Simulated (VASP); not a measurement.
Input of a VASP 6.6.1 run:

File INCAR:

```
SYSTEM = InSb3
PREC = Accurate ; ENCUT = 520
EDIFF = 1E-7 ; ISMEAR = 0
SIGMA = 0.15 ; LREAL = .False.
LASPH = .True. ; NELM = 80
ALGO = Fast ; ISIF = 2
LWAVE = .False. ; LCHARG = .False.
GGA = PE ; IVDW = 12
NBANDS = 38
```

KPOINTS

```
regular mesh
0
Gamma
  10 8 8
  0 0 0
```

The input POSCAR:

```
InSb3
1.0
   -4.7333130259      0.0000000000      0.0000000000
    0.0000000000      4.7333130259      4.7333130259
    0.0000000000      4.7333130259     -4.7333130259
In Sb
2 6
Direct
    1.0000000000      0.0000000000      0.0000000000
    1.0000000000      0.5000000000      0.5000000000
    0.5000000000      0.2552817128      0.7552817128
    0.5000000000      0.7447182872      0.2447182872
    0.0000000000      0.5000000000      0.0000000000
    0.0000000000      0.0000000000      0.5000000000
    0.5000000000      0.7552817128      0.7447182872
    0.5000000000      0.2447182872      0.2552817128
```

Potentials or basis: VASP PAW PBE potentials, release 64 (In_d, Sb).

Command:

```console
$ cat potpaw_PBE.64/In_d/POTCAR potpaw_PBE.64/Sb/POTCAR > POTCAR
$ mpirun -np 1 vasp_std > vasp.out
```

Problem. Estimate the band gap on the k mesh.

Solution. Zero (bands 28 and 29 overlap by 1.86 eV).

Problem. What does it give for the dispersion energy per atom?

Solution. -0.478 eV.

Problem. Estimate the pressure.

Solution. 0.0 GPa.

Problem. Predict the largest force.

Solution. 0.012 eV/Å.

Stress tensor (GPa, compression positive):
```
 0.19  0.00  0.00
 0.00 -0.16  0.00
 0.00  0.00 -0.16
```

Caveat: spin-orbit coupling is left out, which moves the levels of the heavy elements.
